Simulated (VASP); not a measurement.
PtS2:

```
Pt S
1.0
     3.55264    0.00000    0.00000
    -1.77632    3.07668    0.00000
     0.00000    0.00000    5.12271
Pt S
1 2
Direct
  0.00000 0.00000 0.00000
  0.33333 0.66667 0.23926
  0.66667 0.33333 0.76074
```

Base run:

| Quantity | Value |
| --- | --- |
| Program | VASP 6.6.1 |
| Functional | r2SCAN |
| Potentials or basis | VASP PAW PBE potentials, release 64 (Pt, S) |
| Cutoff | 520 eV |
| k mesh | 12 × 12 × 6 |
| Occupations | gaussian, width 0.01 eV |
| Spin | no spin polarisation |

Its results: band gap on the k mesh 0.87 eV (least direct gap 1.14 eV); pressure 1.2 GPa; largest force 0.049 eV/Å.

Q: The run is repeated on the same cell with these changes: functional from r2SCAN to PBE; occupations from gaussian, width 0.01 eV to fermi-dirac, width 0.02 eV. What comes out?

A: Band gap on the k mesh 0.71 eV (least direct gap 0.97 eV); pressure 3.2 GPa; largest force 0.026 eV/Å.

Caveats: spin-orbit coupling is left out, which moves the levels of the heavy elements; the PAW data sets were made with another functional, which shifts forces and pressure a little (at least some runs); the cell stands under pressure (at least some runs).

A k mesh can miss the band edges.
